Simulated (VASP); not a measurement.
Ta2Bi2O:

```xyz
5
Lattice="4.2312 0.0000 0.0000 -2.1156 3.6643 0.0000 0.0000 0.0000 7.7000" Properties=species:S:1:pos:R:3 pbc="T T T"
Ta    0.0000    0.0000    2.7687
Ta    0.0000    0.0000    0.5872
Bi    0.0000    2.4429    6.0656
Bi    2.1156    1.2214    6.0656
O     0.0000    0.0000    5.5342
```

The cell was built from a structure type or drawn by symmetry, and may not be a known phase.

| Property | Result |
| --- | --- |
| Program | VASP 6.6.1 |
| Task | relaxation of cell and atoms |
| Functional | PBE |
| Potentials or basis | VASP PAW PBE potentials, release 64 (Ta_pv, Bi_d, O) |
| Cutoff | 600 eV |
| k mesh | 6 × 6 × 2 |
| Occupations | gaussian, width 0.1 eV |
| Spin | no spin polarisation |

At the start: pressure 31.3 GPa; volume 23.88 Å³/atom.

**Question.** How do energy, volume and symmetry change on relaxing?

**Answer.** Over 63 steps the energy falls by 2454.8 meV/atom and the volume is 30.67 Å³/atom (+28.4 %); space group P6mm (No. 183, to 0.1 Å) before, P6/mmm (No. 191, to 0.1 Å).

The path:
| step | energy change (eV) | largest force (eV/Å) | pressure (GPa) | volume (Å³) |
| --- | --- | --- | --- | --- |
| 1 | 0.0000 | 4.5152 | 31.34 | 119.38 |
| 3 | -5.0237 | 0.2724 | -4.16 | 167.69 |
| 5 | -6.9849 | 5.9605 | -0.74 | 152.31 |
| 7 | -7.1183 | 7.0433 | 0.12 | 150.20 |
| 9 | -7.1507 | 8.2447 | 1.58 | 148.83 |
| 11 | -7.6152 | 6.7431 | 7.55 | 144.24 |
| 13 | -8.1319 | 3.5122 | 2.88 | 147.09 |
| 15 | -8.3782 | 0.8183 | 1.70 | 151.53 |
| 17 | -8.4415 | 1.6627 | 2.51 | 155.39 |
| 19 | -8.5673 | 0.5877 | -0.56 | 159.55 |
| 21 | -8.5754 | 0.4266 | -0.40 | 159.09 |
| 23 | -8.6026 | 0.7935 | 0.38 | 156.32 |
| 25 | -8.6223 | 0.7156 | 0.56 | 155.76 |
| 27 | -8.6804 | 0.4685 | 1.54 | 153.24 |
| 29 | -8.8534 | 0.6751 | 0.95 | 156.70 |
| 31 | -9.1173 | 6.3392 | -0.51 | 172.64 |
| 33 | -9.1865 | 4.4276 | -0.37 | 168.54 |
| 35 | -9.2369 | 4.5295 | -0.69 | 169.89 |
| 37 | -9.3998 | 4.9257 | -2.01 | 176.03 |
| 39 | -9.6189 | 3.7662 | -4.68 | 186.30 |
| 41 | -10.0386 | 1.3043 | -7.86 | 194.81 |
| 43 | -11.3984 | 1.1170 | -4.93 | 172.84 |
| 45 | -12.0061 | 2.2176 | 0.43 | 153.41 |
| 47 | -12.1266 | 1.6360 | 1.14 | 150.69 |
| 49 | -12.2166 | 0.7873 | 0.65 | 151.64 |
| 51 | -12.2437 | 0.4182 | -0.29 | 154.07 |
| 53 | -12.2542 | 0.2834 | -0.19 | 153.84 |
| 55 | -12.2653 | 0.1997 | 0.15 | 153.14 |
| 57 | -12.2730 | 0.0944 | -0.07 | 153.44 |
| 59 | -12.2738 | 0.0912 | 0.02 | 153.28 |
| 61 | -12.2741 | 0.0414 | 0.01 | 153.29 |
| 63 | -12.2742 | 0.0306 | 0.01 | 153.34 |

Final structure:
```yaml
crystal:
  lattice:
    - [5.24017, 0.00000, 0.00000]
    - [-2.62009, 4.53812, 0.00000]
    - [0.00000, 0.00000, 6.44832]
  atoms:
    - { symbol: Ta, position: [0.00000, 0.00000, 0.24973] }
    - { symbol: Ta, position: [0.00000, 0.00000, 0.84331] }
    - { symbol: Bi, position: [0.33333, 0.66667, 0.04518] }
    - { symbol: Bi, position: [0.66667, 0.33333, 0.04518] }
    - { symbol: O, position: [0.00000, 0.00000, 0.54664] }
```

Caveat: the k points lie up to 0.49 Å⁻¹ apart in the final cell; the volume moved by over 15 % at a fixed basis, so the end points are rough.
